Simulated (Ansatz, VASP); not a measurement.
Mo in VASP and in Ansatz

Contents of INCAR:

```
SYSTEM = Mo
  PREC = Accurate
  ENCUT = 520
  EDIFF = 1E-7
  ISMEAR = -1
  SIGMA = 0.05
  LREAL = .False.
  LASPH = .True.
  NELM = 80
  ALGO = Normal
  ISIF = 2
  LWAVE = .False.
  LCHARG = .False.
  NBANDS = 21
```

Contents of KPOINTS:

```
Automatic mesh
0
Gamma
  12 12 7
  0 0 0
```

Contents of POSCAR:

```
Mo
1.0
    2.8252342238      0.0000000000      0.0000000000
   -1.4126171119      2.4467246095      0.0000000000
    0.0000000000      0.0000000000      4.5768794426
Mo
2
Direct
    0.3333333333      0.6666666667      0.2500000000
    0.6666666667      0.3333333333      0.7500000000
```

Input for Ansatz:

```yaml
crystal:
  lattice:
    - [2.8252342238, 0.0, 0.0]
    - [-1.4126171119, 2.4467246095, 0.0]
    - [0.0, 0.0, 4.5768794426]
  atoms:
    - { symbol: Mo, position: [0.3333333333, 0.6666666667, 0.25] }
    - { symbol: Mo, position: [0.6666666667, 0.3333333333, 0.75] }
kpoints:
  mp_grid: { grid: [12, 12, 7] }
scf:
  occupations: { method: fermi_dirac, width: 0.05 }
hamiltonian:
  xc: lda
  pseudopotentials: { kind: paw }
output:
  forces: true
  stress: true
  eigenvalues: true
  populations: true
```

Change from the starting cell: shortest bond scaled by 1, PAW files.

Alike in both runs: task single point; functional LDA; k mesh 12 × 12 × 7; occupations fermi-dirac, width 0.05 eV; no spin polarisation.

|  | VASP | Ansatz |
| --- | --- | --- |
| version | VASP 6.6.1 | Ansatz 0.2.0 |
| potentials or method | VASP PAW LDA potentials, release 64 (Mo_sv) | PAW with Ansatz's default frozen-core files, scalar-relativistic |
| plane-wave cutoff (eV) | 520 | 420 |
| valence electrons in the cell | 28 | 28 |

|  | VASP | Ansatz | Ansatz less VASP |
| --- | --- | --- | --- |
| pressure (GPa) | -8.6 | -9.6 | -0.96 |
| traceless stress, the component that is largest in VASP (GPa) | 1.43 | 1.55 | +0.122 |

LDA's correlation is that of Perdew and Zunger in VASP and of Perdew and Wang (1992) in Ansatz.
